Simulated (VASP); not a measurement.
H: single point with r2SCAN

The system is H.

```
H
1.0
     5.22612    0.00000    0.00000
    -2.61306    4.52596    0.00000
     0.00000    0.00000    0.97544
H
2
Direct
  0.33333 0.66667 0.25000
  0.66667 0.33333 0.75000
```

```
Program             : VASP 6.6.1
Task                : single point
Functional          : r2SCAN
Potentials or basis : VASP PAW PBE potentials, release 64 (H)
Cutoff              : 520 eV
k mesh              : 6 × 6 × 22
Occupations         : gaussian, width 0.02 eV
Spin                : no spin polarisation
```

* Pressure: -0.1 GPa
* Band gap on the k mesh: zero (bands 1 and 2 overlap by 37.06 eV)

Stress tensor (GPa, compression positive):
```
-0.18  0.00  0.00
 0.00 -0.18  0.00
 0.00  0.00  0.09
```

Levels at points of the mesh, in eV from the Fermi level:
| k point | band 1 | band 2 | band 3 | band 4 | band 5 |
| --- | --- | --- | --- | --- | --- |
| (0.00, 0.00, 0.00) | -9.64 | -8.64 | 6.67 | 6.83 | 6.83 |
| (0.50, 0.00, 0.00) | -9.32 | -8.99 | 4.74 | 5.76 | 8.45 |
| (0.00, 0.00, 0.50) | 27.89 | 27.89 | 36.88 | 36.88 | 46.75 |
| (0.50, 0.00, 0.50) | 27.91 | 27.91 | 36.85 | 36.85 | 45.09 |

Run time: 31 s on 1 thread of Intel(R) Xeon(R) Platinum 8488C (Sapphire Rapids), on a shared host, peak memory 0.13 GiB.

Caveat: the PAW data sets were made with another functional, which shifts forces and pressure a little.
